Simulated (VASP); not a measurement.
Runs of VASP 6.6.1 on Pd. The structure is that of space group Fm-3m (No. 225), or close to it. The cells are those of the table. 

| task | cell | gap on the mesh (eV) | pressure (GPa) |
| --- | --- | --- | --- |
| electric field gradients | a = 2.741 Å, angles 60.0°, 1 atom | none | -0.6 |
| electric field gradients | a = 2.732 Å, angles 60.0°, 1 atom | none | 1.5 |
| single point | a = 2.713 Å, angles 60.0°, 1 atom | none | (a) |
| electric field gradients | a = 2.723, b = 2.723, c = 2.751 Å, angles 59.7, 59.7, 60.7°, 1 atom | none | 1.6 |
| single point | a = 2.732 Å, angles 60.0°, 1 atom | none | 1.5 |

Alike in all rows: level PBEsol; potentials or basis VASP PAW PBE potentials, release 64 (Pd); no spin polarisation; k mesh 18 × 18 × 18; cutoff (eV) 520; smearing fermi-dirac 0.05 eV.

Problem. Estimate the missing entries.

Solution. (a) 6.2.

Caveats: the PAW data sets were made with another functional, which shifts forces and pressure a little.

A k mesh can miss the band edges, and the runs leave out spin-orbit coupling on Pd.

A gap of «none» marks levels without a gap at the run's occupations.
